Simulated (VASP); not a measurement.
## ZnS: relaxation of cell and atoms with PBE

ZnS:

```
Zn S
1.0
     3.78337    0.00000    0.00000
    -1.89169    3.27650    0.00000
     0.00000    0.00000    4.72897
Zn S
2 2
Direct
  0.33333 0.66667 0.25000
  0.66667 0.33333 0.75000
  0.66667 0.33333 0.25000
  0.33333 0.66667 0.75000
```

```json
{
 "Program": "VASP 6.6.1",
 "Task": "relaxation of cell and atoms",
 "Functional": "PBE",
 "Potentials or basis": "VASP PAW PBE potentials, release 64 (Zn, S)",
 "Cutoff": "600 eV",
 "k mesh": "12 × 12 × 6",
 "Occupations": "fermi-dirac, width 0.02 eV",
 "Spin": "no spin polarisation",
 "Dipole correction": "no",
 "Further INCAR settings": "ALGO = Normal; EDIFF = 1e-06; IBRION = 2; EDIFFG = -0.005; NSW = 80; ISIF = 3"
}
```

```json
{"Relaxed volume": "20.50 Å³/atom", "Relaxed cell": "a = 3.983 Å, b = 3.983 Å, c = 5.970 Å, α = 90.00°, β = 90.00°, γ = 120.00°", "Space group after relaxing (to 0.1 Å)": "P6_3/mmc (No. 194)", "Energy gained by relaxing": "529.7 meV/atom", "Ionic steps": "12", "Pressure after relaxing": "0.0 GPa", "Band gap on the k mesh": "1.39 eV"}
```

Step by step:
```
step  energy change (eV)  largest force (eV/Å)  pressure (GPa)  volume (Å³)
   1              0.0000                0.0000           40.19        58.62
   2             -1.4419                0.0000           -9.10        95.59
   3             -1.9839                0.0000           -0.17        78.74
   4             -1.9839                0.0000           -0.60        79.19
   5             -2.0416                0.0000           -0.12        78.94
   6             -2.0907                0.0000            2.85        77.97
   7             -2.0963                0.0000            1.98        78.24
   8             -2.1167                0.0000           -0.32        81.68
   9             -2.1166                0.0000           -0.42        81.77
  10             -2.1187                0.0000           -0.14        81.95
  11             -2.1188                0.0000           -0.04        82.01
  12             -2.1189                0.0000           -0.03        82.00
```

Final structure:
```
Zn S
1.0
     3.98253    0.00000    0.00000
    -1.99127    3.44898    0.00000
     0.00000    0.00000    5.96980
Zn S
2 2
Cartesian
  0.0000 2.2993 1.4925
  1.9913 1.1497 4.4774
  1.9913 1.1497 1.4925
  0.0000 2.2993 4.4774
```

Levels at points of the mesh, in eV from the valence-band top:
```csv
k point,band 14,band 15,band 16,band 17,band 18,band 19,band 20,band 21,band 22
"(0.00, 0.00, 0.00)",-1.17,-1.17,-0.46,-0.46,0.00,1.39,1.80,5.73,5.73
"(0.50, 0.00, 0.00)",-4.38,-2.64,-2.42,-1.62,-1.07,2.60,3.96,5.46,8.15
"(0.00, 0.00, 0.50)",-2.26,-0.82,-0.82,-0.82,-0.82,2.54,2.54,6.03,6.03
"(0.50, 0.00, 0.50)",-4.93,-2.16,-2.16,-0.74,-0.74,3.57,3.57,4.46,4.46
```

Run time: 20 min on 1 thread of Intel(R) Xeon(R) Platinum 8175M CPU @ 2.50GHz (Skylake/Cascade Lake), on a shared host, peak memory 0.26 GiB.

Caveat: the volume moved by over 15 % at a fixed basis, so the end points are rough. A k mesh can miss the band edges.
